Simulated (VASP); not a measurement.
# KF (Fmmm) in VASP: a series of runs

The runs below take KF through single point, with PBE.

All numbers are computed with VASP 6.6.1; they aren't measurements. Logs are shortened: lines on timing, memory, paths and dates and some standing lists are left out, and cuts for length are marked.

### 1 The cell of the first run

Symmetry: Fmmm, No. 69, orthorhombic system. The conventional cell has a = 5.014 Å, b = 5.042 Å, c = 5.421 Å, α = 90.00°, β = 90.00°, γ = 90.00°. K (site symmetry mmm) has 6 F at 2.51 to 2.71 Å within 3.3 Å. Within 3.3 Å of F (site symmetry mmm) lie 6 K at 2.51 to 2.71 Å.

### 2 Single point, PBE (normal strain along x -0.0700, normal strain along z -0.0750)

File INCAR:

```
PREC     = Accurate       # precision mode
ENCUT    = 520            # plane-wave cutoff, eV
EDIFF    = 1E-6           # SCF threshold, eV
ISMEAR   = 0              # smearing method
SIGMA    = 0.05           # smearing width, eV
LREAL    = F              # projectors in reciprocal space
LASPH    = T              # aspherical terms in the spheres
NELM     = 80             # most SCF steps
ALGO     = Normal         # electronic algorithm
ISIF     = 2              # what is computed and relaxed
LWAVE    = F              # write WAVECAR
LCHARG   = F              # write CHGCAR
GGA      = PE             # functional
NBANDS   = 15             # bands
```

File KPOINTS:

```
Automatic mesh
0
Gamma
  8 8 8
```

File POSCAR:

```
KF
1.0
    0.0000000000      2.7105354767      2.5072453159
    2.5207979933      0.0000000000      2.5072453159
    2.5207979933      2.7105354767      0.0000000000
K F
1 1
Direct
    0.0000000000      0.0000000000      0.0000000000
    0.5000000000      0.5000000000      0.5000000000
```

Potentials or basis: VASP PAW PBE potentials, release 64 (K_sv, F).

Launch:

```
> cat potpaw_PBE.64/K_sv/POTCAR potpaw_PBE.64/F/POTCAR > POTCAR
> mpirun -np 1 vasp_std > vasp.out
```

OUTCAR:

```text
PREC = Accurate
   ENCUT = 520
   EDIFF = 1E-6
   ISMEAR = 0
   LREAL = F
   LASPH = T
   NELM = 80
   ISIF = 2
   GGA = PE

 ion  position               nearest neighbor table
   1  0.000  0.000  0.000-   2 2.51   2 2.51   2 2.52   2 2.52   2 2.71   2 2.71
   2  0.500  0.500  0.500-   1 2.51   1 2.51   1 2.52   1 2.52   1 2.71   1 2.71

  LATTYP: Found a face centered orthorhombic cell.
 ALAT       =     5.0144906318
 B/A-ratio  =     1.0054054054
 C/A-ratio  =     1.0810810811

  Lattice vectors:

 A1 = (   2.5207979933,   2.7105354767,   0.0000000000)
 A2 = (   0.0000000000,   2.7105354767,   2.5072453159)
 A3 = (   2.5207979933,   0.0000000000,   2.5072453159)

Analysis of symmetry for initial positions (statically):
=====================================================================
 Subroutine PRICEL returns:
 Original cell was already a primitive cell.

 Routine SETGRP: Setting up the symmetry group for a
 face centered orthorhombic supercell.

 Subroutine GETGRP returns: Found  8 space group operations
 (whereof  8 operations were pure point group operations)
 out of a pool of  8 trial point group operations.

The static configuration has the point symmetry D_2h.

Analysis of symmetry for dynamics (positions and initial velocities):
=====================================================================
 Subroutine PRICEL returns:
 Original cell was already a primitive cell.

 Routine SETGRP: Setting up the symmetry group for a
 face centered orthorhombic supercell.

 Subroutine GETGRP returns: Found  8 space group operations
 (whereof  8 operations were pure point group operations)
 out of a pool of  8 trial point group operations.

The dynamic configuration has the point symmetry D_2h.

 Subroutine INISYM returns: Found  8 space group operations
 (whereof  8 operations are pure point group operations),
 and found     1 'primitive' translations

----------------------------------------------------------------------------------------

                                     Primitive cell

  volume of cell :      34.2626

  direct lattice vectors                    reciprocal lattice vectors
     0.000000000  2.710535477  2.507245316    -0.198349888  0.184465396  0.199422050
     2.520797993  0.000000000  2.507245316     0.198349888 -0.184465396  0.199422050
     2.520797993  2.710535477  0.000000000     0.198349888  0.184465396 -0.199422050

  length of vectors
[... 91 lines left out ...]
   TEBEG  =    0.0;   TEEND  =   0.0 temperature during run
   PSTRESS=    0.0 pullay stress
   NELECT =      16.0000    total number of electrons
   NUPDOWN=      -1.0000    fix difference up-down
   EMIN   =  10.00;   EMAX   =-10.00  energy-range for DOS
   EFERMI =   0.00;   METHOD = LEGACY
   ISMEAR =     0;   SIGMA  =   0.05  broadening in eV -4-tet -1-fermi 0-gaus
   EFERMI_NEDOS =   21; number of points for ismear=-14 and -15
   IALGO  =     38    algorithm
   IMIX   =      4    mixing-type and parameters
     AMIX     =   0.40;   BMIX     =  1.00
     AMIX_MAG =   1.60;   BMIX_MAG =  1.00
  volume/ion in A,a.u.               =      17.13       115.61
  Fermi-wavevector in a.u.,A,eV,Ry     =   1.270110  2.400161 21.948655  1.613181
  Thomas-Fermi vector in A             =   2.403116
   LORBIT       =      0    0 simple, 1 ext, 2 COOP (PROOUT), +10 PAW based schemes
   GGA     = PE    functional components
   LHFCALC =     F    Hartree Fock is set to
   AEXX    =    0.0000 exact exchange contribution
   IVDW    =     0    specifies the selected vdW correction
   LEPSILON=     F    determine dielectric tensor
   LRPA    =     F    only Hartree local field effects (RPA)
 non-spin polarized calculation
 Gauss-broadening in eV      SIGMA  =   0.05
  energy-cutoff  :      520.00
  volume of cell :       34.26
 maximum number of plane-waves:       944
   NGX = 13   NGY = 13   NGZ = 13

 number of electron      15.9999996 magnetization

 Free energy of the ion-electron system (eV)
  ---------------------------------------------------
  ext. energy  EPLUGINS =         0.00000000
  ---------------------------------------------------
  free energy    TOTEN  =        -8.15676309 eV

  energy without entropy =       -8.15676309  energy(sigma->0) =       -8.15676309

 E-fermi :  -2.2128     XC(G=0):  -8.8957

 val. band max:       -2.4207467171   @ k =   0.0000   0.0000   0.0000
 cond. band min:       4.2309548766   @ k =   0.0000   0.0000   0.0000
 fundamental gap:      6.6517015938
 Fermi energy:        -2.2128143372

 k-point     1 :       0.0000    0.0000    0.0000
  band No.  band energies     occupation
      1     -28.3359      2.00000
      2     -21.2046      2.00000
      3     -11.5021      2.00000
      4     -11.4898      2.00000
      5     -11.4859      2.00000
      6      -2.5813      2.00000
      7      -2.4374      2.00000
      8      -2.4207      2.00000
      9       4.2310      0.00000
     10       8.1851      0.00000
     11       8.6595      0.00000
     12       8.6920      0.00000
     13       9.9954      0.00000
     14      10.7088      0.00000
[... 401 lines left out ...]
      2     -21.3121      2.00000
      3     -11.7974      2.00000
      4     -11.5944      2.00000
      5     -11.5382      2.00000
      6      -3.1408      2.00000
      7      -2.7929      2.00000
      8      -2.7077      2.00000
      9       6.8071      0.00000
     10       7.7323      0.00000
     11       9.6789      0.00000
     12      10.2466      0.00000
     13      11.2345      0.00000
     14      11.9049      0.00000
     15      16.0212      0.00000

 [... further k-points ...]

------------------------ aborting loop because EDIFF is reached ----------------------------------------

  FORCE on cell =-STRESS in cart. coord.  units (eV):
  Direction    XX          YY          ZZ          XY          YZ          ZX
  --------------------------------------------------------------------------------------
  -------------------------------------------------------------------------------------
  Total        1.9508779      0.5225093      2.1004489      0.0000000      0.0000000      0.0000000
  in kB       91.2264343     24.4334426     98.2206339      0.0000000      0.0000000      0.0000000
  external PRESSURE =      71.2935036 kB  Pullay stress =       0.0000000 kB

 VOLUME and BASIS-vectors are now :
 -----------------------------------------------------------------------------
  energy-cutoff  :      520.00
  volume of cell :       34.26
      direct lattice vectors                 reciprocal lattice vectors
     0.000000000  2.710535477  2.507245316    -0.198349888  0.184465396  0.199422050
     2.520797993  0.000000000  2.507245316     0.198349888 -0.184465396  0.199422050
     2.520797993  2.710535477  0.000000000     0.198349888  0.184465396 -0.199422050

 POSITION                                       TOTAL-FORCE (eV/Angst)
 -----------------------------------------------------------------------------------
      0.00000      0.00000      0.00000         0.000000      0.000000     -0.000000
      2.52080      2.71054      2.50725         0.000000     -0.000000      0.000000
 -----------------------------------------------------------------------------------
    total drift:                                0.000000      0.000000      0.000000

  FREE ENERGIE OF THE ION-ELECTRON SYSTEM (eV)
  ---------------------------------------------------
  free  energy   TOTEN  =        -8.1567630912 eV

  energy  without entropy=       -8.1567630912  energy(sigma->0) =       -8.15676309
```

OSZICAR:

```text
N       E                     dE             d eps       ncg     rms          rms(c)
DAV:   1     0.111037992679E+03    0.11104E+03   -0.83598E+03  2858   0.105E+03
DAV:   2    -0.516692789022E+01   -0.11620E+03   -0.10683E+03  3713   0.289E+02
DAV:   3    -0.930421368478E+01   -0.41373E+01   -0.41188E+01  3680   0.487E+01
DAV:   4    -0.940823736684E+01   -0.10402E+00   -0.10400E+00  3783   0.767E+00
DAV:   5    -0.941088512426E+01   -0.26478E-02   -0.26477E-02  3849   0.966E-01    0.668E+00
DAV:   6    -0.817941228952E+01    0.12315E+01   -0.33489E+00  3060   0.162E+01    0.492E+00
DAV:   7    -0.815706196890E+01    0.22350E-01   -0.71655E-02  3669   0.234E+00    0.279E+00
DAV:   8    -0.815472873307E+01    0.23332E-02   -0.45385E-02  3018   0.216E+00    0.193E-01
DAV:   9    -0.815616387664E+01   -0.14351E-02   -0.41649E-03  3865   0.534E-01    0.128E-01
DAV:  10    -0.815668553190E+01   -0.52166E-03   -0.52552E-04  3011   0.210E-01    0.489E-02
DAV:  11    -0.815676833588E+01   -0.82804E-04   -0.10677E-04  3032   0.960E-02    0.229E-02
DAV:  12    -0.815676281191E+01    0.55240E-05   -0.19701E-05  3686   0.467E-02    0.375E-03
DAV:  13    -0.815676309121E+01   -0.27930E-06   -0.21526E-06  3088   0.139E-02
   1 F= -.81567631E+01 E0= -.81567631E+01  d E =-.379840E-11
```

stdout:

```text
POSCAR found type information on POSCAR K F
 POSCAR found :  2 types and       2 ions
 scaLAPACK will be used
 LDA part: xc-table for (Slater+PW92), standard interpolation
 POSCAR, INCAR and KPOINTS ok, starting setup
 FFT: planning ... GRIDC
 FFT: planning ... GRID_SOFT
 FFT: planning ... GRID
 WAVECAR not read
 entering main loop
```

It took 20 s on 1 thread of Intel Xeon 6975P-C (Granite Rapids), shared host; peak memory 0.18 GiB.

Results:

- Free energy: -8.1568 eV
- Pressure: 7.1 GPa
- Band gap on the k mesh: 6.65 eV

Caveat: the cell differs from its parent crystal (normal strain along x -0.0700, normal strain along z -0.0750); the cell stands under pressure.

### 3 Single point, PBE (normal strain along x -0.0350, normal strain along z -0.1125)

File INCAR:

```
SYSTEM = KF
ALGO = Normal ; EDIFF = 1E-6
ENCUT = 520 ; GGA = PE
ISIF = 2 ; ISMEAR = 0
LASPH = .True. ; LCHARG = .False.
LREAL = .False. ; LWAVE = .False.
NBANDS = 15 ; NELM = 60
PREC = Accurate ; SIGMA = 0.05
```

File KPOINTS:

```
k-points
0
Gamma
  8 8 8
  0 0 0
```

File POSCAR:

```
KF
1.0
    0.0000000000      2.7105354767      2.4056002356
    2.6156667350      0.0000000000      2.4056002356
    2.6156667350      2.7105354767      0.0000000000
K F
1 1
Direct
    0.0000000000      0.0000000000      0.0000000000
    0.5000000000      0.5000000000      0.5000000000
```

Potentials or basis: VASP PAW PBE potentials, release 64 (K_sv, F).

Launch:

```
> cat potpaw_PBE.64/K_sv/POTCAR potpaw_PBE.64/F/POTCAR > POTCAR
> mpirun -np 1 vasp_std > vasp.out
```

OUTCAR:

```text
SYSTEM = KF
   EDIFF = 1E-6
   ENCUT = 520
   GGA = PE
   ISIF = 2
   ISMEAR = 0
   LASPH = .True.
   LREAL = .False.
   NELM = 60
   PREC = Accurate

 ion  position               nearest neighbor table
   1  0.000  0.000  0.000-   2 2.41   2 2.41   2 2.62   2 2.62   2 2.71   2 2.71
   2  0.500  0.500  0.500-   1 2.41   1 2.41   1 2.62   1 2.62   1 2.71   1 2.71

  LATTYP: Found a face centered orthorhombic cell.
 ALAT       =     4.8112004712
 B/A-ratio  =     1.0873239436
 C/A-ratio  =     1.1267605634

  Lattice vectors:

 A1 = (   2.6156667350,   2.7105354767,   0.0000000000)
 A2 = (   0.0000000000,   2.7105354767,   2.4056002356)
 A3 = (   2.6156667350,   0.0000000000,   2.4056002356)

Analysis of symmetry for initial positions (statically):
=====================================================================
 Subroutine PRICEL returns:
 Original cell was already a primitive cell.

 Routine SETGRP: Setting up the symmetry group for a
 face centered orthorhombic supercell.

 Subroutine GETGRP returns: Found  8 space group operations
 (whereof  8 operations were pure point group operations)
 out of a pool of  8 trial point group operations.

[... 178 lines left out ...]
      8      -2.2554      2.00000
      9       4.2263      0.00000
     10       8.2434      0.00000
     11       8.4860      0.00000
     12       8.9914      0.00000
     13       9.8074      0.00000
     14      11.0639      0.00000
[... 401 lines left out ...]
      2     -21.3181      2.00000
      3     -11.7520      2.00000
      4     -11.5516      2.00000
      5     -11.4881      2.00000
      6      -3.1338      2.00000
      7      -2.8047      2.00000
      8      -2.6644      2.00000
      9       6.8046      0.00000
     10       7.7848      0.00000
     11       9.6638      0.00000
     12      10.3536      0.00000
     13      11.2495      0.00000
     14      12.0951      0.00000
     15      16.0619      0.00000

 [... further k-points ...]

------------------------ aborting loop because EDIFF is reached ----------------------------------------

  FORCE on cell =-STRESS in cart. coord.  units (eV):
  Direction    XX          YY          ZZ          XY          YZ          ZX
  --------------------------------------------------------------------------------------
  -------------------------------------------------------------------------------------
  Total        1.1424338      0.5577617      3.5697841      0.0000000      0.0000000     -0.0000000
  in kB       53.6599991     26.1980108    167.6723998      0.0000000      0.0000000     -0.0000000
  external PRESSURE =      82.5101365 kB  Pullay stress =       0.0000000 kB

 VOLUME and BASIS-vectors are now :
 -----------------------------------------------------------------------------
  energy-cutoff  :      520.00
  volume of cell :       34.11
      direct lattice vectors                 reciprocal lattice vectors
     0.000000000  2.710535477  2.405600236    -0.191155851  0.184465396  0.207848333
     2.615666735  0.000000000  2.405600236     0.191155851 -0.184465396  0.207848333
     2.615666735  2.710535477  0.000000000     0.191155851  0.184465396 -0.207848333

 POSITION                                       TOTAL-FORCE (eV/Angst)
 -----------------------------------------------------------------------------------
      0.00000      0.00000      0.00000         0.000000      0.000000      0.000000
      2.61567      2.71054      2.40560         0.000000      0.000000      0.000000
 -----------------------------------------------------------------------------------
    total drift:                                0.000000      0.000000      0.000000

  FREE ENERGIE OF THE ION-ELECTRON SYSTEM (eV)
  ---------------------------------------------------
  free  energy   TOTEN  =        -8.0973212750 eV

  energy  without entropy=       -8.0973212750  energy(sigma->0) =       -8.09732127
```

OSZICAR:

```text
N       E                     dE             d eps       ncg     rms          rms(c)
DAV:   1     0.111567100128E+03    0.11157E+03   -0.84248E+03  2858   0.105E+03
DAV:   2    -0.504778396702E+01   -0.11661E+03   -0.10730E+03  3693   0.288E+02
DAV:   3    -0.926399512618E+01   -0.42162E+01   -0.41987E+01  3808   0.492E+01
DAV:   4    -0.936029179840E+01   -0.96297E-01   -0.96288E-01  3652   0.741E+00
DAV:   5    -0.936265021284E+01   -0.23584E-02   -0.23584E-02  3984   0.934E-01    0.684E+00
DAV:   6    -0.811912463251E+01    0.12435E+01   -0.33651E+00  3039   0.165E+01    0.519E+00
DAV:   7    -0.809738764063E+01    0.21737E-01   -0.74296E-02  3676   0.239E+00    0.294E+00
DAV:   8    -0.809523951432E+01    0.21481E-02   -0.45290E-02  3060   0.217E+00    0.197E-01
DAV:   9    -0.809670579791E+01   -0.14663E-02   -0.42657E-03  3753   0.540E-01    0.128E-01
DAV:  10    -0.809725858231E+01   -0.55278E-03   -0.57780E-04  3028   0.221E-01    0.462E-02
DAV:  11    -0.809732851011E+01   -0.69928E-04   -0.10532E-04  3137   0.984E-02    0.242E-02
DAV:  12    -0.809732096836E+01    0.75417E-05   -0.26213E-05  3508   0.529E-02    0.373E-03
DAV:  13    -0.809732127498E+01   -0.30662E-06   -0.23179E-06  3172   0.146E-02
   1 F= -.80973213E+01 E0= -.80973213E+01  d E =-.480746E-23
```

stdout:

```text
POSCAR found type information on POSCAR K F
 POSCAR found :  2 types and       2 ions
 scaLAPACK will be used
 LDA part: xc-table for (Slater+PW92), standard interpolation
 POSCAR, INCAR and KPOINTS ok, starting setup
 FFT: planning ... GRIDC
 FFT: planning ... GRID_SOFT
 FFT: planning ... GRID
 WAVECAR not read
 entering main loop
```

It took 21 s on 1 thread of Intel Xeon 6975P-C (Granite Rapids), shared host; peak memory 0.18 GiB.

Results:

* Free energy: -8.0973 eV
* Pressure: 8.3 GPa
* Band gap on the k mesh: 6.47 eV (least direct gap 6.48 eV)

Stress tensor (GPa, compression positive):
```
 5.37  0.00  0.00
 0.00  2.62  0.00
 0.00  0.00 16.77
```

Caveat: the cell differs from its parent crystal (normal strain along x -0.0350, normal strain along z -0.1125); the cell stands under pressure.
